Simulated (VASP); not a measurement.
Crystal: AlRu.

```
CELL_PARAMETERS angstrom
3.00373 0.00000 0.00000
0.00000 3.00373 0.00000
0.00000 0.00000 3.00373
ATOMIC_POSITIONS crystal
Al 0.00000 0.00000 0.00000
Ru 0.50000 0.50000 0.50000
```

Base run:

- Program: VASP 6.6.1
- Functional: PBEsol
- Potentials or basis: VASP PAW PBE potentials, release 64 (Al, Ru_pv)
- Cutoff: 520 eV
- k mesh: 18 × 18 × 18
- Occupations: gaussian, width 0.1 eV
- Spin: no spin polarisation

Its results: band gap on the k mesh zero (an odd number of electrons rules out a gap without spin polarisation); pressure -5.7 GPa.

Problem. The run is repeated on the same cell with these changes: functional from PBEsol to PBE. What comes out?

Solution. Band gap on the k mesh zero (an odd number of electrons rules out a gap without spin polarisation); pressure -0.1 GPa.

PBE binds less tightly than PBEsol, so the same cell stands under more pressure.

Caveats: the cell stands under tension (at least some runs); the PAW data sets were made with another functional, which shifts forces and pressure a little (at least some runs).
